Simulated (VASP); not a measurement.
# HgTe in VASP: notebook

HgTe is run at these levels: PBE; tasks: single point.

All numbers are computed with VASP 6.6.1; they aren't measurements. Logs are shortened: lines on timing, memory, paths and dates and some standing lists are left out, and cuts for length are marked.

## 1. The cell of the first run

The structure is tetragonal, space group I4/mmm (No. 139). Conventional cell: a = 4.111 Å, b = 4.111 Å, c = 5.901 Å, α = 90.00°, β = 90.00°, γ = 90.00°. Hg (site symmetry 4/mmm) has 6 Te at 2.91 to 2.95 Å within 3.8 Å. Te (site symmetry 4/mmm) has 6 Hg at 2.91 to 2.95 Å within 3.8 Å.

## 2. Single point, PBE (z stretched by +1 % at fixed volume)

INCAR

```
SYSTEM = HgTe
PREC = Accurate ; ENCUT = 520
EDIFF = 1E-7 ; ISMEAR = -1
SIGMA = 0.08 ; LREAL = .False.
LASPH = .True. ; NELM = 60
ALGO = Normal ; ISIF = 2
LWAVE = .False. ; LCHARG = .False.
GGA = PE ; NBANDS = 16
```

KPOINTS

```
regular mesh
0
Gamma
  12 12 12
  0 0 0
```

POSCAR

```
HgTe
1.0
    0.0000000000      2.9070011512      2.9507150000
    2.9070011512      0.0000000000      2.9507150000
    2.9070011512      2.9070011512      0.0000000000
Hg Te
1 1
Direct
    0.0000000000      0.0000000000      0.0000000000
    0.5000000000      0.5000000000      0.5000000000
```

Potentials or basis: VASP PAW PBE potentials, release 64 (Hg, Te).

Run with:

```
$ cat potpaw_PBE.64/Hg/POTCAR potpaw_PBE.64/Te/POTCAR > POTCAR
$ mpirun -np 1 vasp_std > vasp.out
```

OUTCAR:

```text
SYSTEM = HgTe
   PREC = Accurate
   ENCUT = 520
   EDIFF = 1E-7
   ISMEAR = -1
   LREAL = .False.
   LASPH = .True.
   NELM = 60
   ISIF = 2
   GGA = PE

 ion  position               nearest neighbor table
   1  0.000  0.000  0.000-   2 2.91   2 2.91   2 2.91   2 2.91   2 2.95   2 2.95
   2  0.500  0.500  0.500-   1 2.91   1 2.91   1 2.91   1 2.91   1 2.95   1 2.95

  LATTYP: Found a body centered tetragonal cell.
 ALAT       =     4.1111204539
 C/A-ratio  =     1.4354797108

  Lattice vectors:

 A1 = (  -2.9070011512,   0.0000000000,   2.9507150000)
 A2 = (   2.9070011512,   0.0000000000,   2.9507150000)
 A3 = (   0.0000000000,   2.9070011512,  -2.9507150000)

Analysis of symmetry for initial positions (statically):
=====================================================================
 Subroutine PRICEL returns:
 Original cell was already a primitive cell.

 Routine SETGRP: Setting up the symmetry group for a
 body centered tetragonal supercell.

 Subroutine GETGRP returns: Found 16 space group operations
 (whereof 16 operations were pure point group operations)
 out of a pool of 16 trial point group operations.

The static configuration has the point symmetry D_4h.

Analysis of symmetry for dynamics (positions and initial velocities):
=====================================================================
 Subroutine PRICEL returns:
 Original cell was already a primitive cell.

 Routine SETGRP: Setting up the symmetry group for a
 body centered tetragonal supercell.

 Subroutine GETGRP returns: Found 16 space group operations
 (whereof 16 operations were pure point group operations)
 out of a pool of 16 trial point group operations.

The dynamic configuration has the point symmetry D_4h.

 Subroutine INISYM returns: Found 16 space group operations
 (whereof 16 operations are pure point group operations),
 and found     1 'primitive' translations

----------------------------------------------------------------------------------------

                                     Primitive cell

  volume of cell :      49.8710

  direct lattice vectors                    reciprocal lattice vectors
     0.000000000  2.907001151  2.950715000    -0.171998556  0.171998556  0.169450455
     2.907001151  0.000000000  2.950715000     0.171998556 -0.171998556  0.169450455
     2.907001151  2.907001151  0.000000000     0.171998556  0.171998556 -0.169450455

  length of vectors
     4.142146147  4.142146147  4.111120454     0.296446392  0.296446392  0.296446392

[... 74 lines left out ...]
   ISPIN  =      1    spin polarized calculation?
   LNONCOLLINEAR =      F non collinear calculations
   LSORBIT =      F    spin-orbit coupling
   LASPH  =      T    aspherical Exc in radial PAW
   ENCUT  =  520.0 eV  38.22 Ry    6.18 a.u.   7.70  7.70  7.64*2*pi/ulx,y,z
   NELM   =     60;   NELMIN=  2; NELMDL= -5     # of ELM steps
   EDIFF  = 0.1E-06   stopping-criterion for ELM
   LREAL  =      F    real-space projection
   EDIFFG = 0.1E-05   stopping-criterion for IOM
   NSW    =      0    number of steps for IOM
   IBRION =     -1    ionic relax: 0-MD 1-quasi-New 2-CG
   NFREE  =      0    steps in history (QN), initial steepest desc. (CG)
   ISIF   =      2    stress and relaxation
   ISYM   =      2    0-nonsym 1-usesym 2-fastsym
   POTIM  = 0.5000    time-step for ionic-motion
   TEBEG  =    0.0;   TEEND  =   0.0 temperature during run
   PSTRESS=    0.0 pullay stress
   NELECT =      18.0000    total number of electrons
   NUPDOWN=      -1.0000    fix difference up-down
   EMIN   =  10.00;   EMAX   =-10.00  energy-range for DOS
   EFERMI =   0.00;   METHOD = LEGACY
   ISMEAR =    -1;   SIGMA  =   0.08  broadening in eV -4-tet -1-fermi 0-gaus
   EFERMI_NEDOS =   21; number of points for ismear=-14 and -15
   IALGO  =     38    algorithm
   IMIX   =      4    mixing-type and parameters
     AMIX     =   0.40;   BMIX     =  1.00
     AMIX_MAG =   1.60;   BMIX_MAG =  1.00
  volume/ion in A,a.u.               =      24.94       168.27
  Fermi-wavevector in a.u.,A,eV,Ry     =   1.165601  2.202666 18.485213  1.358625
  Thomas-Fermi vector in A             =   2.302124
   LORBIT       =      0    0 simple, 1 ext, 2 COOP (PROOUT), +10 PAW based schemes
   GGA     = PE    functional components
   LHFCALC =     F    Hartree Fock is set to
   AEXX    =    0.0000 exact exchange contribution
   IVDW    =     0    specifies the selected vdW correction
   LEPSILON=     F    determine dielectric tensor
   LRPA    =     F    only Hartree local field effects (RPA)
 non-spin polarized calculation
  energy-cutoff  :      520.00
  volume of cell :       49.87
 maximum number of plane-waves:      1367
   NGX = 15   NGY = 15   NGZ = 15

 number of electron      18.0000001 magnetization

 Free energy of the ion-electron system (eV)
  ---------------------------------------------------
  ext. energy  EPLUGINS =         0.00000000
  ---------------------------------------------------
  free energy    TOTEN  =        -3.11629833 eV

  energy without entropy =       -3.09281310  energy(sigma->0) =       -3.10455571

 E-fermi :   5.9313     XC(G=0): -10.5049

 val. band max:        5.9161110762   @ k =  -0.1667   0.2500   0.0833
 cond. band min:       5.9349002197   @ k =   0.3333   0.2500   0.0000
 fundamental gap:      0.0187891435
 Fermi energy:         5.9312884842

 k-point     1 :       0.0000    0.0000    0.0000
  band No.  band energies     occupation
      1      -7.0901      2.00000
      2      -1.3250      2.00000
      3      -1.2947      2.00000
      4      -1.2759      2.00000
      5      -1.2318      2.00000
      6      -1.2318      2.00000
[... 433 lines left out ...]
      3      -1.7518      2.00000
      4      -1.4906      2.00000
      5      -1.0017      2.00000
      6      -0.9681      2.00000
[... 8 lines left out ...]
     15      16.3110      0.00000
     16      17.1085      0.00000

 [... further k-points ...]
[... 5 lines left out ...]
  --------------------------------------------------------------------------------------
  -------------------------------------------------------------------------------------
  Total        3.5049958      3.5049958      3.0063641      0.0000000     -0.0000000      0.0000000
  in kB      112.6031181    112.6031181     96.5838442      0.0000000     -0.0000000      0.0000000
  external PRESSURE =     107.2633601 kB  Pullay stress =       0.0000000 kB

 VOLUME and BASIS-vectors are now :
 -----------------------------------------------------------------------------
  energy-cutoff  :      520.00
  volume of cell :       49.87
      direct lattice vectors                 reciprocal lattice vectors
     0.000000000  2.907001151  2.950715000    -0.171998556  0.171998556  0.169450455
     2.907001151  0.000000000  2.950715000     0.171998556 -0.171998556  0.169450455
     2.907001151  2.907001151  0.000000000     0.171998556  0.171998556 -0.169450455

 POSITION                                       TOTAL-FORCE (eV/Angst)
 -----------------------------------------------------------------------------------
      0.00000      0.00000      0.00000         0.000000     -0.000000      0.000000
      2.90700      2.90700      2.95072        -0.000000      0.000000      0.000000
 -----------------------------------------------------------------------------------
    total drift:                                0.000000     -0.000000     -0.000000

  FREE ENERGIE OF THE ION-ELECTRON SYSTEM (eV)
  ---------------------------------------------------
  free  energy   TOTEN  =        -3.1162983259 eV

  energy  without entropy=       -3.0928131007  energy(sigma->0) =       -3.10455571
```

It took 84 s on 1 thread of Intel Xeon Platinum 8259CL at 2.50GHz (Skylake/Cascade Lake), shared host; peak memory 0.27 GiB.

What came out:

- Free energy: -3.1163 eV
- Pressure: 10.7 GPa
- Band gap on the k mesh: zero (band 9 reaches 6.43 eV, above the bottom of band 10 at 3.17 eV)

Caveat: spin-orbit coupling is left out, which moves the levels of the heavy elements.

## 3. Single point, PBE (z stretched by +2 % at fixed volume)

INCAR

```
PREC = Accurate ; ENCUT = 520
EDIFF = 1E-6 ; ISMEAR = -1
SIGMA = 0.08 ; LREAL = False
LASPH = True ; NELM = 80
ALGO = Normal ; ISIF = 2
LWAVE = False ; LCHARG = False
GGA = PE ; NBANDS = 16
```

KPOINTS

```
regular mesh
0
Gamma
  12 12 12
```

POSCAR

```
HgTe
1.0
    0.0000000000      2.8927160469      2.9799300000
    2.8927160469      0.0000000000      2.9799300000
    2.8927160469      2.8927160469      0.0000000000
Hg Te
1 1
Direct
    0.0000000000      0.0000000000      0.0000000000
    0.5000000000      0.5000000000      0.5000000000
```

Potentials or basis: VASP PAW PBE potentials, release 64 (Hg, Te).

Run with:

```
$ cat potpaw_PBE.64/Hg/POTCAR potpaw_PBE.64/Te/POTCAR > POTCAR
$ mpirun -np 1 vasp_std > vasp.out
```

OUTCAR:

```text
PREC = Accurate
   ENCUT = 520
   EDIFF = 1E-6
   ISMEAR = -1
   LREAL = False
   LASPH = True
   NELM = 80
   ISIF = 2
   GGA = PE

 ion  position               nearest neighbor table
   1  0.000  0.000  0.000-   2 2.89   2 2.89   2 2.89   2 2.89   2 2.98   2 2.98
   2  0.500  0.500  0.500-   1 2.89   1 2.89   1 2.89   1 2.89   1 2.98   1 2.98

  LATTYP: Found a body centered tetragonal cell.
 ALAT       =     4.0909182656
 C/A-ratio  =     1.4568513994

  Lattice vectors:

 A1 = (  -2.8927160469,   0.0000000000,   2.9799300000)
 A2 = (   2.8927160469,   0.0000000000,   2.9799300000)
[... 624 lines left out ...]
      4      -1.4823      2.00000
      5      -1.0000      2.00000
      6      -0.9712      2.00000
[... 8 lines left out ...]
     15      16.3066      0.00000
     16      17.1422      0.00000

 [... further k-points ...]
[... 5 lines left out ...]
  --------------------------------------------------------------------------------------
  -------------------------------------------------------------------------------------
  Total        3.6926090      3.6926090      2.7344583      0.0000000     -0.0000000      0.0000000
  in kB      118.6304657    118.6304657     87.8484727      0.0000000     -0.0000000      0.0000000
  external PRESSURE =     108.3698014 kB  Pullay stress =       0.0000000 kB

 VOLUME and BASIS-vectors are now :
 -----------------------------------------------------------------------------
  energy-cutoff  :      520.00
  volume of cell :       49.87
      direct lattice vectors                 reciprocal lattice vectors
     0.000000000  2.892716047  2.979930000    -0.172847937  0.172847937  0.167789176
     2.892716047  0.000000000  2.979930000     0.172847937 -0.172847937  0.167789176
     2.892716047  2.892716047  0.000000000     0.172847937  0.172847937 -0.167789176

 POSITION                                       TOTAL-FORCE (eV/Angst)
 -----------------------------------------------------------------------------------
      0.00000      0.00000      0.00000         0.000000     -0.000000      0.000000
      2.89272      2.89272      2.97993        -0.000000      0.000000      0.000000
 -----------------------------------------------------------------------------------
    total drift:                                0.000000     -0.000000     -0.000000

  FREE ENERGIE OF THE ION-ELECTRON SYSTEM (eV)
  ---------------------------------------------------
  free  energy   TOTEN  =        -3.1091154031 eV

  energy  without entropy=       -3.0861144480  energy(sigma->0) =       -3.09761493
```

OSZICAR:

```text
N       E                     dE             d eps       ncg     rms          rms(c)
DAV:   1     0.106213165375E+03    0.10621E+03   -0.84815E+03  5288   0.102E+03
DAV:   2    -0.972151522205E-01   -0.10631E+03   -0.99296E+02  6120   0.236E+02
DAV:   3    -0.331153256835E+01   -0.32143E+01   -0.31983E+01  6520   0.423E+01
DAV:   4    -0.333200097479E+01   -0.20468E-01   -0.20467E-01  6576   0.330E+00
DAV:   5    -0.333230926849E+01   -0.30829E-03   -0.30829E-03  6784   0.361E-01    0.997E+00
DAV:   6    -0.311629486401E+01    0.21601E+00   -0.42072E-01  6528   0.901E+00    0.744E+00
DAV:   7    -0.311020435787E+01    0.60905E-02   -0.82245E-02  6296   0.204E+00    0.231E+00
DAV:   8    -0.310914650258E+01    0.10579E-02   -0.87310E-03  5896   0.111E+00    0.564E-01
DAV:   9    -0.310909879618E+01    0.47706E-04   -0.56359E-04  6872   0.272E-01    0.943E-02
DAV:  10    -0.310911058606E+01   -0.11790E-04   -0.48742E-05  6552   0.631E-02    0.385E-02
DAV:  11    -0.310911622350E+01   -0.56374E-05   -0.11403E-05  6624   0.280E-02    0.286E-02
DAV:  12    -0.310911540307E+01    0.82042E-06   -0.14951E-06  4496   0.107E-02
   1 F= -.31091154E+01 E0= -.30976149E+01  d E =-.230010E-01
```

Wall time 83 s (1 thread of Intel Xeon Platinum 8259CL at 2.50GHz (Skylake/Cascade Lake), shared host); peak memory 0.28 GiB.

Results:

```
Free energy            : -3.1091 eV
Pressure               : 10.8 GPa
Band gap on the k mesh : zero (band 9 reaches 6.49 eV, above the bottom of band 10 at 3.21 eV)
```

Caveat: spin-orbit coupling is left out, which moves the levels of the heavy elements.

## 4. Single point, PBE (atom 2 (Te) moved by [0.0, 0.0, 0.12] A)

INCAR

```
SYSTEM = HgTe
ALGO = Normal ; EDIFF = 1E-6
ENCUT = 520 ; GGA = PE
ISIF = 2 ; ISMEAR = -1
LASPH = .TRUE. ; LCHARG = .TRUE.
LELF = .TRUE. ; LREAL = .FALSE.
LVHAR = .TRUE. ; LWAVE = .FALSE.
NBANDS = 16 ; NELM = 100
PREC = Accurate ; SIGMA = 0.08
```

KPOINTS

```
k-points
0
G
  12 12 12
  0 0 0
```

POSCAR

```
HgTe
1.0
    0.0000000000      2.9215000000      2.9215000000
    2.9215000000      0.0000000000      2.9215000000
    2.9215000000      2.9215000000      0.0000000000
Hg Te
1 1
Direct
    0.0000000000      0.0000000000      0.0000000000
    0.5205373952      0.5205373952      0.4794626048
```

Run with:

```
$ cat potpaw_PBE.64/Hg/POTCAR potpaw_PBE.64/Te/POTCAR > POTCAR
$ mpirun -np 1 vasp_std > vasp.out
```

Wall time 79 s (1 thread of Intel Xeon Platinum 8259CL at 2.50GHz (Skylake/Cascade Lake), shared host); peak memory 0.27 GiB.

The run converged. Its results:

```
Free energy            : -3.0884 eV
Pressure               : 11.1 GPa
Largest force          : 0.517 eV/Å
Band gap on the k mesh : zero (band 9 reaches 6.35 eV, above the bottom of band 10 at 3.13 eV)
```

Forces in eV/Å, atoms in the order of the input:
```
Hg   0.000  0.000  0.517
Te   0.000  0.000 -0.517
```

Stress tensor (GPa, compression positive):
```
10.59  0.00  0.00
 0.00 10.59  0.00
 0.00  0.00 12.16
```

Levels at points of the mesh, in eV from the Fermi level:
| k point | band 7 | band 8 | band 9 | band 10 | band 11 | band 12 |
| --- | --- | --- | --- | --- | --- | --- |
| (0.00, 0.00, 0.00) | -0.87 | -0.86 | -0.86 | -0.32 | 7.52 | 7.52 |
| (0.50, 0.00, 0.00) | -6.06 | 0.38 | 0.42 | 2.51 | 3.79 | 3.83 |
| (0.50, 0.50, 0.00) | -5.24 | -2.83 | -2.80 | -2.80 | 4.67 | 9.92 |
| (0.00, 0.50, 0.50) | -5.16 | -3.06 | -2.77 | -2.62 | 4.63 | 9.93 |

Caveat: the cell differs from its parent crystal (atom 2 (Te) moved by [0.0, 0.0, 0.12] A); spin-orbit coupling is left out, which moves the levels of the heavy elements.

## 5. Overview

```csv
cell,gap on the mesh (eV),pressure (GPa)
"a = 4.142, b = 4.142, c = 4.111 Å, angles 60.2, 60.2, 59.5°, 2 atoms",none,10.7
"a = 4.153, b = 4.153, c = 4.091 Å, angles 60.5, 60.5, 59.0°, 2 atoms",none,10.8
"a = 4.132 Å, angles 60.0°, 2 atoms",none,11.1
```

Alike in all rows: task single point; level PBE; potentials or basis VASP PAW PBE potentials, release 64 (Hg, Te); no spin polarisation; k mesh 12 × 12 × 12; cutoff (eV) 520; smearing fermi-dirac 0.08 eV.

Caveats: spin-orbit coupling is left out, which moves the levels of the heavy elements.

Total energies depend on the potentials used, so only differences within one code and one set of settings carry meaning.
